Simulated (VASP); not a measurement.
# Ag (P6_3/mmc) in VASP: a series of runs

The runs below take Ag through single point, with LDA.

Everything below comes from runs of VASP 6.6.1. Logs are shortened: lines on timing, memory, paths and dates and some standing lists are left out, and cuts for length are marked.

### Step 1. The cell of the first run

The structure is hexagonal, space group P6_3/mmc (No. 194). The conventional cell has a = 2.871 Å, b = 2.871 Å, c = 4.790 Å, α = 90.00°, β = 90.00°, γ = 120.00°. Ag (site symmetry -6m2) has 12 Ag at 2.87 to 2.91 Å within 3.8 Å.

### Step 2. Single point, LDA (equal xx and yy strain of -2 %)

Contents of INCAR:

```
PREC = Accurate ; ENCUT = 520
EDIFF = 1E-7 ; ISMEAR = -1
SIGMA = 0.05 ; LREAL = False
LASPH = True ; NELM = 80
ALGO = Normal ; ISIF = 2
LWAVE = False ; LCHARG = False
GGA = CA ; NBANDS = 18
```

Contents of KPOINTS:

```
regular mesh
0
Gamma
  14 14 8
```

Contents of POSCAR:

```
Ag
1.0
    2.8713981188      0.0000000000      0.0000000000
   -1.4356990594      2.4867037153      0.0000000000
    0.0000000000      0.0000000000      4.7900000000
Ag
2
Direct
    0.3333333333      0.6666666667      0.2500000000
    0.6666666667      0.3333333333      0.7500000000
```

Potentials or basis: VASP PAW LDA potentials, release 64 (Ag).

On the command line:

```
> cat potpaw_LDA.64/Ag/POTCAR > POTCAR
> mpirun -np 1 vasp_std > vasp.out
```

OUTCAR:

```text
PREC = Accurate
   ENCUT = 520
   EDIFF = 1E-7
   ISMEAR = -1
   LREAL = False
   LASPH = True
   NELM = 80
   ISIF = 2
   GGA = CA

 ion  position               nearest neighbor table
   1  0.333  0.667  0.250-   2 2.91   2 2.91   2 2.91   2 2.91   2 2.91   2 2.91
   2  0.667  0.333  0.750-   1 2.91   1 2.91   1 2.91   1 2.91   1 2.91   1 2.91

  LATTYP: Found a hexagonal cell.
 ALAT       =     2.8713981188
 C/A-ratio  =     1.6681768957

  Lattice vectors:

 A1 = (   2.8713981188,   0.0000000000,   0.0000000000)
 A2 = (  -1.4356990594,   2.4867037153,   0.0000000000)
 A3 = (   0.0000000000,   0.0000000000,   4.7900000000)

Analysis of symmetry for initial positions (statically):
=====================================================================
 Subroutine PRICEL returns:
 Original cell was already a primitive cell.

 Routine SETGRP: Setting up the symmetry group for a
 hexagonal supercell.

 Subroutine GETGRP returns: Found 24 space group operations
 (whereof 12 operations were pure point group operations)
 out of a pool of 24 trial point group operations.

The static configuration has the point symmetry D_3d.
 The point group associated with its full space group is D_6h.

Analysis of symmetry for dynamics (positions and initial velocities):
=====================================================================
 Subroutine PRICEL returns:
 Original cell was already a primitive cell.

 Routine SETGRP: Setting up the symmetry group for a
 hexagonal supercell.

 Subroutine GETGRP returns: Found 24 space group operations
 (whereof 12 operations were pure point group operations)
 out of a pool of 24 trial point group operations.

The dynamic configuration has the point symmetry D_3d.
 The point group associated with its full space group is D_6h.

 Subroutine INISYM returns: Found 24 space group operations
 (whereof 12 operations are pure point group operations),
 and found     1 'primitive' translations

----------------------------------------------------------------------------------------

                                     Primitive cell

  volume of cell :      34.2021

  direct lattice vectors                    reciprocal lattice vectors
     2.871398119  0.000000000  0.000000000     0.348262400  0.201069390  0.000000000
[... 76 lines left out ...]
 SYSTEM =  unknown system
   PREC   = accura    normal or accurate (medium, high low for compatibility)
   ISTART =      0    job   : 0-new  1-cont  2-samecut
   ICHARG =      2    charge: 1-file 2-atom 10-const
   ISPIN  =      1    spin polarized calculation?
   LNONCOLLINEAR =      F non collinear calculations
   LSORBIT =      F    spin-orbit coupling
   LASPH  =      T    aspherical Exc in radial PAW
   ENCUT  =  520.0 eV  38.22 Ry    6.18 a.u.   5.34  5.34  8.91*2*pi/ulx,y,z
   NELM   =     80;   NELMIN=  2; NELMDL= -5     # of ELM steps
   EDIFF  = 0.1E-06   stopping-criterion for ELM
   LREAL  =      F    real-space projection
   EDIFFG = 0.1E-05   stopping-criterion for IOM
   NSW    =      0    number of steps for IOM
   IBRION =     -1    ionic relax: 0-MD 1-quasi-New 2-CG
   NFREE  =      0    steps in history (QN), initial steepest desc. (CG)
   ISIF   =      2    stress and relaxation
   ISYM   =      2    0-nonsym 1-usesym 2-fastsym
   POTIM  = 0.5000    time-step for ionic-motion
   TEBEG  =    0.0;   TEEND  =   0.0 temperature during run
   PSTRESS=    0.0 pullay stress
   NELECT =      22.0000    total number of electrons
   NUPDOWN=      -1.0000    fix difference up-down
   EMIN   =  10.00;   EMAX   =-10.00  energy-range for DOS
   EFERMI =   0.00;   METHOD = LEGACY
   ISMEAR =    -1;   SIGMA  =   0.05  broadening in eV -4-tet -1-fermi 0-gaus
   EFERMI_NEDOS =   21; number of points for ismear=-14 and -15
   IALGO  =     38    algorithm
   IMIX   =      4    mixing-type and parameters
     AMIX     =   0.40;   BMIX     =  1.00
     AMIX_MAG =   1.60;   BMIX_MAG =  1.00
  volume/ion in A,a.u.               =      17.10       115.40
  Fermi-wavevector in a.u.,A,eV,Ry     =   1.413182  2.670527 27.171965  1.997083
  Thomas-Fermi vector in A             =   2.534854
   LORBIT       =      0    0 simple, 1 ext, 2 COOP (PROOUT), +10 PAW based schemes
   GGA     = CA    functional components
   LHFCALC =     F    Hartree Fock is set to
   AEXX    =    0.0000 exact exchange contribution
   IVDW    =     0    specifies the selected vdW correction
   LEPSILON=     F    determine dielectric tensor
   LRPA    =     F    only Hartree local field effects (RPA)
 non-spin polarized calculation
  energy-cutoff  :      520.00
  volume of cell :       34.20
 maximum number of plane-waves:       942
 NGX is ok and might be reduce to    24
   NGX = 11   NGY = 11   NGZ = 17

 number of electron      21.9999992 magnetization

 Free energy of the ion-electron system (eV)
  ---------------------------------------------------
  ext. energy  EPLUGINS =         0.00000000
  ---------------------------------------------------
  free energy    TOTEN  =        -7.49755296 eV

  energy without entropy =       -7.49195925  energy(sigma->0) =       -7.49475610

 E-fermi :   8.0602     XC(G=0): -12.5644

 val. band max:        8.0013398458   @ k =   0.4286   0.0714   0.1250
 cond. band min:       8.0977742670   @ k =   0.4286   0.0714   0.2500
 fundamental gap:      0.0964344212
 Fermi energy:         8.0601761046

 k-point     1 :       0.0000    0.0000    0.0000
  band No.  band energies     occupation
      1       0.2987      2.00000
      2       1.7053      2.00000
      3       3.2490      2.00000
      4       3.4340      2.00000
      5       3.4340      2.00000
      6       3.6556      2.00000
[... 481 lines left out ...]
      5       3.3175      2.00000
      6       3.4269      2.00000
[... 10 lines left out ...]
     17      18.5952      0.00000
     18      19.5366      0.00000

 [... further k-points ...]
[... 5 lines left out ...]
  --------------------------------------------------------------------------------------
  -------------------------------------------------------------------------------------
  Total       -1.3585906     -1.3585906     -1.7951265      0.0000000      0.0000000      0.0000000
  in kB      -63.6423501    -63.6423501    -84.0916127      0.0000000      0.0000000      0.0000000
  external PRESSURE =     -70.4587709 kB  Pullay stress =       0.0000000 kB

 VOLUME and BASIS-vectors are now :
 -----------------------------------------------------------------------------
  energy-cutoff  :      520.00
  volume of cell :       34.20
      direct lattice vectors                 reciprocal lattice vectors
     2.871398119  0.000000000  0.000000000     0.348262400  0.201069390  0.000000000
    -1.435699059  2.486703715  0.000000000     0.000000000  0.402138781  0.000000000
     0.000000000  0.000000000  4.790000000     0.000000000  0.000000000  0.208768267

 POSITION                                       TOTAL-FORCE (eV/Angst)
 -----------------------------------------------------------------------------------
     -0.00000      1.65780      1.19750        -0.000000     -0.000000      0.000000
      1.43570      0.82890      3.59250         0.000000      0.000000      0.000000
 -----------------------------------------------------------------------------------
    total drift:                                0.000000     -0.000000      0.000000

  FREE ENERGIE OF THE ION-ELECTRON SYSTEM (eV)
  ---------------------------------------------------
  free  energy   TOTEN  =        -7.4975529564 eV

  energy  without entropy=       -7.4919592498  energy(sigma->0) =       -7.49475610
```

OSZICAR:

```text
N       E                     dE             d eps       ncg     rms          rms(c)
DAV:   1     0.122965043728E+03    0.12297E+03   -0.11785E+04  4328   0.122E+03
DAV:   2    -0.604919425840E+01   -0.12901E+03   -0.12268E+03  4466   0.268E+02
DAV:   3    -0.810868012264E+01   -0.20595E+01   -0.20521E+01  5008   0.381E+01
DAV:   4    -0.811509634169E+01   -0.64162E-02   -0.64156E-02  4790   0.207E+00
DAV:   5    -0.811514834436E+01   -0.52003E-04   -0.52002E-04  4806   0.199E-01    0.770E+00
DAV:   6    -0.752577893973E+01    0.58937E+00   -0.14748E+00  4454   0.130E+01    0.489E+00
DAV:   7    -0.750611506325E+01    0.19664E-01   -0.13273E-02  4678   0.106E+00    0.271E+00
DAV:   8    -0.749753305760E+01    0.85820E-02   -0.99779E-04  4456   0.302E-01    0.866E-02
DAV:   9    -0.749755326709E+01   -0.20209E-04   -0.19418E-05  5044   0.317E-02    0.184E-02
DAV:  10    -0.749755289318E+01    0.37391E-06   -0.24162E-06  4658   0.149E-02    0.310E-03
DAV:  11    -0.749755295636E+01   -0.63182E-07   -0.62481E-08  3156   0.200E-03
   1 F= -.74975530E+01 E0= -.74947561E+01  d E =-.559371E-02
```

Run time: 27 s. Hardware: 1 thread of Intel Xeon Platinum 8488C (Sapphire Rapids), shared host; peak memory 0.18 GiB.

Results:

```yaml
Free_energy: -7.4976 eV
Pressure: -7.0 GPa
Band_gap_on_the_k_mesh: zero (band 11 reaches 11.84 eV, above the bottom of band 12 at 4.74 eV)
```

Caveat: the cell differs from its parent crystal (equal xx and yy strain of -2 %).

### Step 3. Single point, LDA (equal xx and yy strain of -1 %)

Contents of INCAR:

```
  PREC = Accurate
  ENCUT = 520
  EDIFF = 1E-6
  ISMEAR = -1
  SIGMA = 0.05
  LREAL = F
  LASPH = T
  NELM = 60
  ALGO = Normal
  ISIF = 2
  LWAVE = F
  LCHARG = T
  LELF = T
  LVHAR = T
  NBANDS = 18
```

Contents of KPOINTS:

```
Automatic mesh
0
Gamma
  14 14 8
```

Contents of POSCAR:

```
Ag
1.0
    2.9006980996      0.0000000000      0.0000000000
   -1.4503490498      2.5120782430      0.0000000000
    0.0000000000      0.0000000000      4.7900000000
Ag
2
Direct
    0.3333333333      0.6666666667      0.2500000000
    0.6666666667      0.3333333333      0.7500000000
```

Potentials or basis: VASP PAW LDA potentials, release 64 (Ag).

On the command line:

```
> cat potpaw_LDA.64/Ag/POTCAR > POTCAR
> mpirun -np 1 vasp_std > vasp.out
```

Wall time 26 s (1 thread of Intel Xeon Platinum 8488C (Sapphire Rapids), shared host); peak memory 0.18 GiB.

Results (log left out):

```yaml
Free_energy: -7.4652 eV
Pressure: -8.9 GPa
Band_gap_on_the_k_mesh: zero (band 11 reaches 11.47 eV, above the bottom of band 12 at 4.48 eV)
```

Stress tensor (GPa, compression positive):
```
-8.49  0.00  0.00
 0.00 -8.49  0.00
 0.00  0.00 -9.65
```

Levels at points of the mesh, in eV from the Fermi level:
```tsv
k point	band 7	band 8	band 9	band 10	band 11	band 12	band 13	band 14	band 15	band 16
(0.00, 0.00, 0.00)	-4.33	-3.94	-3.94	-2.99	-2.99	-0.40	3.33	15.75	17.30	17.84
(0.50, 0.00, 0.00)	-3.67	-2.83	-2.82	-2.71	0.18	1.56	6.68	7.00	9.08	10.31
(0.00, 0.00, 0.50)	-4.43	-4.43	-3.30	-3.30	-3.30	-3.30	10.75	10.75	16.07	16.07
(0.50, 0.00, 0.50)	-3.04	-3.04	-2.75	-2.75	0.81	0.81	4.49	4.49	13.46	13.46
```

Caveat: the cell differs from its parent crystal (equal xx and yy strain of -1 %).

### Step 4. Single point, LDA (equal xx and yy strain of +1 %)

Contents of INCAR:

```
SYSTEM = Ag
PREC     = Accurate       ! precision mode
ENCUT    = 520            ! plane-wave cutoff, eV
EDIFF    = 1E-6           ! SCF threshold, eV
ISMEAR   = -1             ! smearing method
SIGMA    = 0.05           ! smearing width, eV
LREAL    = .False.        ! projectors in reciprocal space
LASPH    = .True.         ! aspherical terms in the spheres
NELM     = 60             ! most SCF steps
ALGO     = Normal         ! electronic algorithm
ISIF     = 2              ! what is computed and relaxed
LWAVE    = .False.        ! write WAVECAR
LCHARG   = .False.        ! write CHGCAR
GGA      = CA             ! functional
NBANDS   = 18             ! bands
```

Contents of KPOINTS:

```
regular mesh
0
Gamma
  14 14 8
  0 0 0
```

Contents of POSCAR:

```
Ag
1.0
    2.9592980612      0.0000000000      0.0000000000
   -1.4796490306      2.5628272984      0.0000000000
    0.0000000000      0.0000000000      4.7900000000
Ag
2
Direct
    0.3333333333      0.6666666667      0.2500000000
    0.6666666667      0.3333333333      0.7500000000
```

On the command line:

```
> cat potpaw_LDA.64/Ag/POTCAR > POTCAR
> mpirun -np 1 vasp_std > vasp.out
```

Wall time 25 s (1 thread of Intel Xeon Platinum 8488C (Sapphire Rapids), shared host); peak memory 0.18 GiB.

The run converged. Its results:

| Property | Result |
| --- | --- |
| Free energy | -7.3744 eV |
| Pressure | -11.8 GPa |
| Band gap on the k mesh | zero (band 11 reaches 10.76 eV, above the bottom of band 12 at 3.99 eV) |

Stress tensor (GPa, compression positive):
```
-11.88   0.00   0.00
  0.00 -11.88   0.00
  0.00   0.00 -11.58
```

Levels at points of the mesh, in eV from the Fermi level:
```tsv
k point	band 8	band 9	band 10	band 11	band 12	band 13	band 14	band 15
(0.00, 0.00, 0.00)	-3.92	-3.92	-2.97	-2.97	-0.17	3.37	15.47	17.29
(0.50, 0.00, 0.00)	-2.88	-2.79	-2.74	0.13	1.37	6.62	6.91	8.84
(0.00, 0.00, 0.50)	-4.26	-3.26	-3.26	-3.26	-3.26	10.87	10.87	15.78
(0.50, 0.00, 0.50)	-3.01	-2.79	-2.79	0.82	0.82	4.21	4.21	12.99
```

Caveat: the cell differs from its parent crystal (equal xx and yy strain of +1 %).

### Step 5. The runs side by side

| cell | gap on the mesh (eV) | pressure (GPa) |
| --- | --- | --- |
| a = 2.871, b = 2.871, c = 4.790 Å, angles 90.0, 90.0, 120.0°, 2 atoms | none | -7.0 |
| a = 2.901, b = 2.901, c = 4.790 Å, angles 90.0, 90.0, 120.0°, 2 atoms | none | -8.9 |
| a = 2.959, b = 2.959, c = 4.790 Å, angles 90.0, 90.0, 120.0°, 2 atoms | none | -11.8 |

Alike in all rows: task single point; level LDA; potentials or basis VASP PAW LDA potentials, release 64 (Ag); no spin polarisation; k mesh 14 × 14 × 8; cutoff (eV) 520; smearing fermi-dirac 0.05 eV.

Total energies depend on the potentials used, so only differences within one code and one set of settings carry meaning.
